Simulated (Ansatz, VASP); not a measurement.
## MgS: VASP beside Ansatz

INCAR

```
SYSTEM = MgS
PREC = Accurate
ENCUT = 600
EDIFF = 1E-6
ISMEAR = 0
SIGMA = 0.01
LREAL = .False.
LASPH = .True.
NELM = 120
ALGO = Normal
ISIF = 2
LWAVE = .False.
LCHARG = .False.
GGA = PE
NBANDS = 11
GGA_COMPAT = .False.
```

KPOINTS

```
Automatic mesh
0
Gamma
  6 6 6
  0 0 0
```

Contents of POSCAR:

```
MgS
1.0
    0.0000000000      2.8308768389      2.8308768389
    2.8308768389      0.0000000000      2.8308768389
    2.8308768389      2.8308768389      0.0000000000
Mg S
1 1
Direct
    0.0000000000      0.0000000000      0.0000000000
    0.2500000000      0.2500000000      0.2500000000
```

Input for Ansatz:

```yaml
crystal:
  lattice:
    - [0.0, 2.8308768389, 2.8308768389]
    - [2.8308768389, 0.0, 2.8308768389]
    - [2.8308768389, 2.8308768389, 0.0]
  atoms:
    - { symbol: Mg, position: [0.0, 0.0, 0.0] }
    - { symbol: S, position: [0.25, 0.25, 0.25] }
kpoints:
  mp_grid: { grid: [6, 6, 6] }
hamiltonian:
  xc: pbe
scf:
  occupations: { method: fixed }
output:
  optics:
    e_range: [0, 17]
    de: 0.05
    sigma: 0.1
    bands: { spectra_wanted_up_to: 17 }
    scissors: 1.068
```

Alike in both runs: task single point; functional PBE; k mesh 6 × 6 × 6; no spin polarisation.

|  | VASP | Ansatz |
| --- | --- | --- |
| version | VASP 6.6.1 | Ansatz 0.2.0 |
| potentials or method | VASP PAW PBE potentials, release 64 (Mg, S) | plane waves, PAW |
| plane-wave cutoff (eV) | 600 | 420 |
| occupations | gaussian, width 0.01 eV | fixed |
| valence electrons in the cell | 8 | 16 |

```csv
,VASP,Ansatz,Ansatz less VASP
gap on the k mesh at the Fermi level (eV),3.46,3.47,+0.008
```

VASP's potentials hold 8 valence electrons a cell and Ansatz's 16, so a difference there can come from the potentials and not from the codes.
